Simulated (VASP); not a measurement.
Hf3Si4O16 (a cell with a defect), 23 atoms in the cell. The cell holds a defect, 23 atoms: a = 6.647 Å, b = 6.647 Å, c = 6.015 Å, α = 90.00°, β = 90.00°, γ = 90.00°. 

```yaml
Program: VASP 6.6.1
Task: single point
Functional: PBE
Potentials_or_basis: VASP PAW PBE potentials, release 64 (Hf_pv, Si, O)
Cutoff: 520 eV
k_mesh: 1 × 1 × 1
Occupations: fermi-dirac, width 0.01 eV
Spin: no spin polarisation
Dipole_correction: no
Charge: -4
Further_INCAR_settings: ALGO = Normal; EDIFF = 1e-06; NBANDS = 88; NELECT = 146.0
```

Potentials or basis: VASP PAW PBE potentials, release 64 (Hf_pv, Si, O).

Command:

```sh
$ cat potpaw_PBE.64/Hf_pv/POTCAR potpaw_PBE.64/Si/POTCAR potpaw_PBE.64/O/POTCAR > POTCAR
$ mpirun -np 1 vasp_gam > vasp.out
```

Hardware: 1 thread of Intel Xeon 8259CL, with other jobs on the host.

Task: Estimate the wall time of this run.

Result: Run time: 44 s on 1 thread of Intel Xeon 8259CL, on a shared host, peak memory 0.29 GiB. Counts: scf iterations 16, k points 1.
